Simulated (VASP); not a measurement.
# Ga2O3 (R-3c) in VASP: notebook

The runs below take Ga2O3 through single point, with PBE.

Everything below comes from runs of VASP 6.6.1. Logs are shortened: lines on timing, memory, paths and dates and some standing lists are left out, and cuts for length are marked.

### 1 The cell of the first run

Symmetry: R-3c, No. 167, trigonal system. The conventional cell has a = 4.985 Å, b = 4.985 Å, c = 13.442 Å, α = 90.00°, β = 90.00°, γ = 120.00°. Within 2.6 Å of Ga (site symmetry 3) lie 6 O at 1.93 to 2.07 Å. Within 3.1 Å of O (site symmetry 2) lie 4 Ga at 1.93 to 2.07 Å and 12 O at 2.62 to 3.01 Å.

### 2 Single point, PBE

INCAR reads:

```
  ALGO = Normal
  EDIFF = 1E-6
  ENCUT = 520
  GGA = PE
  ISIF = 2
  ISMEAR = -1
  LASPH = T
  LCHARG = F
  LREAL = F
  LWAVE = F
  NBANDS = 55
  NELM = 80
  PREC = Accurate
  SIGMA = 0.02
```

KPOINTS reads:

```
k-points
0
Gamma
  6 6 6
```

POSCAR reads:

```
Ga2O3
1.0
    2.4922617722      1.4389080051      4.4806388918
   -2.4922617722      1.4389080051      4.4806388918
    0.0000000000     -2.8778160102      4.4806388917
Ga O
4 6
Direct
    0.8554263242      0.8554263242      0.8554263242
    0.6445736758      0.6445736758      0.6445736758
    0.1445736758      0.1445736758      0.1445736758
    0.3554263242      0.3554263242      0.3554263242
    0.7500000000      0.4463665328      0.0536334672
    0.4463665328      0.0536334672      0.7500000000
    0.0536334672      0.7500000000      0.4463665328
    0.2500000000      0.5536334672      0.9463665328
    0.9463665328      0.2500000000      0.5536334672
    0.5536334672      0.9463665328      0.2500000000
```

Potentials or basis: VASP PAW PBE potentials, release 64 (Ga_d, O).

On the command line:

```bash
$ cat potpaw_PBE.64/Ga_d/POTCAR potpaw_PBE.64/O/POTCAR > POTCAR
$ mpirun -np 1 vasp_std > vasp.out
```

OUTCAR:

```text
EDIFF = 1E-6
   ENCUT = 520
   GGA = PE
   ISIF = 2
   ISMEAR = -1
   LASPH = T
   LREAL = F
   NELM = 80
   PREC = Accurate

 ion  position               nearest neighbor table
   1  0.855  0.855  0.855-   8 1.93  10 1.93   9 1.93   7 2.07   6 2.07   5 2.07   2 2.83
   2  0.645  0.645  0.645-   9 1.93  10 1.93   8 1.93   5 2.07   6 2.07   7 2.07   1 2.83
   3  0.145  0.145  0.145-   5 1.93   6 1.93   7 1.93   9 2.07  10 2.07   8 2.07   4 2.83
   4  0.355  0.355  0.355-   7 1.93   6 1.93   5 1.93   8 2.07  10 2.07   9 2.07   3 2.83
   5  0.750  0.446  0.054-   3 1.93   4 1.93   2 2.07   1 2.07
   6  0.446  0.054  0.750-   3 1.93   4 1.93   1 2.07   2 2.07
   7  0.054  0.750  0.446-   4 1.93   3 1.93   1 2.07   2 2.07
   8  0.250  0.554  0.946-   1 1.93   2 1.93   4 2.07   3 2.07
   9  0.946  0.250  0.554-   2 1.93   1 1.93   3 2.07   4 2.07
  10  0.554  0.946  0.250-   1 1.93   2 1.93   3 2.07   4 2.07

  LATTYP: Found a trigonal (rhomboedric) cell.
 ALAT       =     5.3252182929
 COS(alpha) =     0.5619310443

  Lattice vectors:

 A1 = (   2.4922617722,   1.4389080051,   4.4806388918)
 A2 = (  -2.4922617722,   1.4389080051,   4.4806388918)
 A3 = (   0.0000000000,  -2.8778160102,   4.4806388917)

Analysis of symmetry for initial positions (statically):
=====================================================================
 Subroutine PRICEL returns:
 Original cell was already a primitive cell.

 Routine SETGRP: Setting up the symmetry group for a
 trigonal (rhombohedral) supercell.

 Subroutine GETGRP returns: Found 12 space group operations
 (whereof  6 operations were pure point group operations)
 out of a pool of 12 trial point group operations.

The static configuration has the point symmetry S_6 .
 The point group associated with its full space group is D_3d.

Analysis of symmetry for dynamics (positions and initial velocities):
=====================================================================
 Subroutine PRICEL returns:
 Original cell was already a primitive cell.

 Routine SETGRP: Setting up the symmetry group for a
 trigonal (rhombohedral) supercell.

 Subroutine GETGRP returns: Found 12 space group operations
 (whereof  6 operations were pure point group operations)
 out of a pool of 12 trial point group operations.

The dynamic configuration has the point symmetry S_6 .
 The point group associated with its full space group is D_3d.

 Subroutine INISYM returns: Found 12 space group operations
 (whereof  6 operations are pure point group operations),
 and found     1 'primitive' translations

----------------------------------------------------------------------------------------

                                     Primitive cell

  volume of cell :      96.4091

  direct lattice vectors                    reciprocal lattice vectors
     2.492261772  1.438908005  4.480638892     0.200620980  0.115828577  0.074394153
    -2.492261772  1.438908005  4.480638892    -0.200620980  0.115828577  0.074394153
     0.000000000 -2.877816010  4.480638892     0.000000000 -0.231657154  0.074394153

  length of vectors
     5.325218293  5.325218293  5.325218293     0.243309529  0.243309529  0.243309529

  position of ions in fractional coordinates (direct lattice)
     0.855426324  0.855426324  0.855426324
     0.644573676  0.644573676  0.644573676
     0.144573676  0.144573676  0.144573676
     0.355426324  0.355426324  0.355426324
     0.750000000  0.446366533  0.053633467
     0.446366533  0.053633467  0.750000000
     0.053633467  0.750000000  0.446366533
     0.250000000  0.553633467  0.946366533
     0.946366533  0.250000000  0.553633467
     0.553633467  0.946366533  0.250000000

  ion indices of the primitive-cell ions
   primitive index   ion index
                 1           1
                 2           2
                 3           3
                 4           4
                 5           5
                 6           6
                 7           7
                 8           8
                 9           9
                10          10

----------------------------------------------------------------------------------------

 KPOINTS: k-points

Automatic generation of k-mesh.
 Grid dimensions read from file:
 generate k-points for:    6    6    6

 Generating k-lattice:

  Cartesian coordinates                     Fractional coordinates (reciprocal lattice)
     0.033436830  0.019304763  0.012399025     0.166666667 -0.000000000 -0.000000000
    -0.033436830  0.019304763  0.012399025    -0.000000000  0.166666667 -0.000000000
     0.000000000 -0.038609526  0.012399025    -0.000000000 -0.000000000  0.166666667

  Length of vectors
     0.040551588  0.040551588  0.040551588

  Shift w.r.t. Gamma in fractional coordinates (k-lattice)
     0.000000000  0.000000000  0.000000000

 Subroutine IBZKPT returns following result:
 ===========================================

 Found     32 irreducible k-points:

 Following reciprocal coordinates:
            Coordinates               Weight
  0.000000  0.000000  0.000000      1.000000
  0.166667 -0.000000  0.000000      6.000000
  0.333333 -0.000000 -0.000000      6.000000
  0.500000 -0.000000 -0.000000      3.000000
  0.166667  0.166667  0.000000      6.000000
  0.333333  0.166667 -0.000000     12.000000
[... 16 lines left out ...]
  0.500000  0.500000  0.166667      6.000000
 -0.333333  0.500000  0.166667     12.000000
 [... further k-points ...]
   k-points           NKPTS =     32   k-points in BZ     NKDIM =     32   number of bands    NBANDS=     55
   number of dos      NEDOS =    301   number of ions     NIONS =     10
   total plane-waves  NPLWV =  64000
   dimension x,y,z NGX =    40 NGY =   40 NGZ =   40
   dimension x,y,z NGXF=    80 NGYF=   80 NGZF=   80
   ions per type =               4   6
   NGX,Y,Z   is equivalent  to a cutoff of  12.49, 12.49, 12.49 a.u.
   NGXF,Y,Z  is equivalent  to a cutoff of  24.97, 24.97, 24.97 a.u.
 SYSTEM =  unknown system
   PREC   = accura    normal or accurate (medium, high low for compatibility)
   ISTART =      0    job   : 0-new  1-cont  2-samecut
   ICHARG =      2    charge: 1-file 2-atom 10-const
   ISPIN  =      1    spin polarized calculation?
   LNONCOLLINEAR =      F non collinear calculations
   LSORBIT =      F    spin-orbit coupling
   LASPH  =      T    aspherical Exc in radial PAW
   ENCUT  =  520.0 eV  38.22 Ry    6.18 a.u.   9.90  9.90  9.90*2*pi/ulx,y,z
   NELM   =     80;   NELMIN=  2; NELMDL= -5     # of ELM steps
   EDIFF  = 0.1E-05   stopping-criterion for ELM
   LREAL  =      F    real-space projection
   EDIFFG = 0.1E-04   stopping-criterion for IOM
   NSW    =      0    number of steps for IOM
   IBRION =     -1    ionic relax: 0-MD 1-quasi-New 2-CG
   NFREE  =      0    steps in history (QN), initial steepest desc. (CG)
   ISIF   =      2    stress and relaxation
   ISYM   =      2    0-nonsym 1-usesym 2-fastsym
   POTIM  = 0.5000    time-step for ionic-motion
   TEBEG  =    0.0;   TEEND  =   0.0 temperature during run
   PSTRESS=    0.0 pullay stress
   NELECT =      88.0000    total number of electrons
   NUPDOWN=      -1.0000    fix difference up-down
   EMIN   =  10.00;   EMAX   =-10.00  energy-range for DOS
   EFERMI =   0.00;   METHOD = LEGACY
   ISMEAR =    -1;   SIGMA  =   0.02  broadening in eV -4-tet -1-fermi 0-gaus
   EFERMI_NEDOS =   21; number of points for ismear=-14 and -15
   IALGO  =     38    algorithm
   IMIX   =      4    mixing-type and parameters
     AMIX     =   0.40;   BMIX     =  1.00
     AMIX_MAG =   1.60;   BMIX_MAG =  1.00
  volume/ion in A,a.u.               =       9.64        65.06
  Fermi-wavevector in a.u.,A,eV,Ry     =   1.588046  3.000972 34.312401  2.521890
  Thomas-Fermi vector in A             =   2.687110
   LORBIT       =      0    0 simple, 1 ext, 2 COOP (PROOUT), +10 PAW based schemes
   GGA     = PE    functional components
   LHFCALC =     F    Hartree Fock is set to
   AEXX    =    0.0000 exact exchange contribution
   IVDW    =     0    specifies the selected vdW correction
   LEPSILON=     F    determine dielectric tensor
   LRPA    =     F    only Hartree local field effects (RPA)
 non-spin polarized calculation
  energy-cutoff  :      520.00
  volume of cell :       96.41
 maximum number of plane-waves:      2610
   NGX = 19   NGY = 19   NGZ = 19

 number of electron      87.9999977 magnetization

 Free energy of the ion-electron system (eV)
  ---------------------------------------------------
  ext. energy  EPLUGINS =         0.00000000
  ---------------------------------------------------
  free energy    TOTEN  =       -59.24222575 eV

  energy without entropy =      -59.24222575  energy(sigma->0) =      -59.24222575

 E-fermi :   4.9803     XC(G=0): -12.2006

 val. band max:        4.5529879812   @ k =  -0.1667   0.1667   0.0000
 cond. band min:       7.3994335116   @ k =   0.0000   0.0000   0.0000
 fundamental gap:      2.8464455305
 Fermi energy:         4.9802645659

 k-point     1 :       0.0000    0.0000    0.0000
  band No.  band energies     occupation
      1     -14.4644      2.00000
      2     -12.4484      2.00000
      3     -12.4484      2.00000
      4     -12.4257      2.00000
      5     -12.3983      2.00000
      6     -12.3983      2.00000
[... 47 lines left out ...]
     54      15.7560      0.00000
     55      16.9622      0.00000

 k-point     2 :       0.1667   -0.0000    0.0000
  band No.  band energies     occupation
      1     -14.3380      2.00000
      2     -12.5812      2.00000
      3     -12.4612      2.00000
      4     -12.4561      2.00000
      5     -12.4092      2.00000
      6     -12.3919      2.00000
[... 47 lines left out ...]
     54      16.3802      0.00000
     55      16.7698      0.00000
[... 1216 lines left out ...]
     54      16.8190      0.00000
     55      16.9146      0.00000

 k-point    24 :      -0.3333    0.5000    0.1667
  band No.  band energies     occupation
      1     -13.4232      2.00000
      2     -13.1093      2.00000
      3     -12.8047      2.00000
      4     -12.6761      2.00000
      5     -12.4418      2.00000
      6     -12.3991      2.00000
[... 47 lines left out ...]
     54      16.6522      0.00000
     55      16.9589      0.00000

 [... further k-points ...]
[... 5 lines left out ...]
  --------------------------------------------------------------------------------------
  -------------------------------------------------------------------------------------
  Total        6.5589630      6.5589630      5.7874681     -0.0000000      0.0000000      0.0000000
  in kB      109.0003474    109.0003474     96.1792339     -0.0000000      0.0000000      0.0000000
  external PRESSURE =     104.7266429 kB  Pullay stress =       0.0000000 kB

 VOLUME and BASIS-vectors are now :
 -----------------------------------------------------------------------------
  energy-cutoff  :      520.00
  volume of cell :       96.41
      direct lattice vectors                 reciprocal lattice vectors
     2.492261772  1.438908005  4.480638892     0.200620980  0.115828577  0.074394153
    -2.492261772  1.438908005  4.480638892    -0.200620980  0.115828577  0.074394153
     0.000000000 -2.877816010  4.480638892     0.000000000 -0.231657154  0.074394153

 POSITION                                       TOTAL-FORCE (eV/Angst)
 -----------------------------------------------------------------------------------
      0.00000      0.00000     11.49857        -0.000000     -0.000000      0.069265
      0.00000      0.00000      8.66431        -0.000000     -0.000000     -0.069265
      0.00000      0.00000      1.94335        -0.000000     -0.000000     -0.069265
      0.00000      0.00000      4.77761        -0.000000     -0.000000      0.069265
      0.75673      1.56711      5.60080        -0.010218      0.017698      0.000000
      0.97879     -1.43891      5.60080         0.020436     -0.000000     -0.000000
     -1.73553     -0.12821      5.60080        -0.010218     -0.017698     -0.000000
     -0.75673     -1.56711      7.84112         0.010218     -0.017698     -0.000000
      1.73553      0.12821      7.84112         0.010218      0.017698      0.000000
     -0.97879      1.43891      7.84112        -0.020436     -0.000000     -0.000000
 -----------------------------------------------------------------------------------
    total drift:                                0.000000      0.000000      0.000000

  FREE ENERGIE OF THE ION-ELECTRON SYSTEM (eV)
  ---------------------------------------------------
  free  energy   TOTEN  =       -59.2422257489 eV

  energy  without entropy=      -59.2422257489  energy(sigma->0) =      -59.24222575
```

Wall time 1.7 min (1 thread of Intel Xeon Platinum 8559C (Emerald Rapids), shared host); peak memory 0.29 GiB.

Results:

* Free energy: -59.2422 eV
* Pressure: 10.5 GPa
* Largest force: 0.069 eV/Å
* Band gap on the k mesh: 2.85 eV (least direct gap 3.10 eV)

Forces on the atoms (eV/Å):
```
Ga   0.000  0.000  0.069
Ga   0.000  0.000 -0.069
Ga   0.000  0.000 -0.069
Ga   0.000  0.000  0.069
O   -0.010  0.018  0.000
O    0.020  0.000  0.000
O   -0.010 -0.018  0.000
O    0.010 -0.018  0.000
O    0.010  0.018  0.000
O   -0.020  0.000  0.000
```

Caveat: the cell stands under pressure. A k mesh can miss the band edges.

### 3 Single point, PBE (strain +1.0%)

INCAR reads:

```
SYSTEM = Ga2O3
  PREC = Accurate
  ENCUT = 520
  EDIFF = 1E-6
  ISMEAR = -1
  SIGMA = 0.02
  LREAL = .False.
  LASPH = .True.
  NELM = 80
  ALGO = Normal
  ISIF = 2
  LWAVE = .False.
  LCHARG = .False.
  GGA = PE
  NBANDS = 55
```

KPOINTS reads:

```
regular mesh
0
Gamma
  6 6 6
  0 0 0
```

POSCAR: that of step 2 with these lines changed.

```diff
@@ -2,5 +2,5 @@
 1.0
-    2.4922617722      1.4389080051      4.4806388918
-   -2.4922617722      1.4389080051      4.4806388918
-    0.0000000000     -2.8778160102      4.4806388917
+    2.5171843899      1.4532970851      4.5254452807
+   -2.5171843899      1.4532970851      4.5254452807
+    0.0000000000     -2.9065941703      4.5254452807
 Ga O
```

Potentials or basis: VASP PAW PBE potentials, release 64 (Ga_d, O).

On the command line:

```bash
$ cat potpaw_PBE.64/Ga_d/POTCAR potpaw_PBE.64/O/POTCAR > POTCAR
$ mpirun -np 1 vasp_std > vasp.out
```

It took 1.7 min on 1 thread of Intel Xeon Platinum 8559C (Emerald Rapids), shared host; peak memory 0.29 GiB.

The run converged. Its results:

* Free energy: -59.3727 eV
* Pressure: 3.6 GPa
* Largest force: 0.061 eV/Å
* Band gap on the k mesh: 2.53 eV (least direct gap 2.77 eV)

Forces on the atoms (eV/Å):
```
Ga   0.000  0.000  0.061
Ga   0.000  0.000 -0.061
Ga   0.000  0.000 -0.061
Ga   0.000  0.000  0.061
O   -0.013  0.023  0.000
O    0.027  0.000  0.000
O   -0.013 -0.023  0.000
O    0.013 -0.023  0.000
O    0.013  0.023  0.000
O   -0.027  0.000  0.000
```

Stress tensor (GPa, compression positive):
```
3.81 0.00 0.00
0.00 3.81 0.00
0.00 0.00 3.33
```

Levels at points of the mesh, in eV from the valence-band top:
```csv
k point,band 40,band 41,band 42,band 43,band 44,band 45,band 46,band 47,band 48,band 49
"(0.00, 0.00, 0.00)",-0.32,-0.31,-0.31,-0.24,-0.24,2.53,6.42,6.67,8.66,9.93
"(0.50, 0.00, 0.00)",-1.18,-0.94,-0.94,-0.15,-0.15,6.13,6.13,6.50,6.50,9.74
"(0.50, 0.50, 0.00)",-0.99,-0.83,-0.70,-0.25,-0.15,6.26,6.47,7.36,7.41,8.55
"(0.50, 0.50, 0.50)",-1.44,-0.29,-0.29,-0.29,-0.29,5.60,5.60,7.60,7.60,9.32
```

Caveat: the cell differs from its parent crystal (strain +1.0%); the cell stands under pressure. A k mesh can miss the band edges.
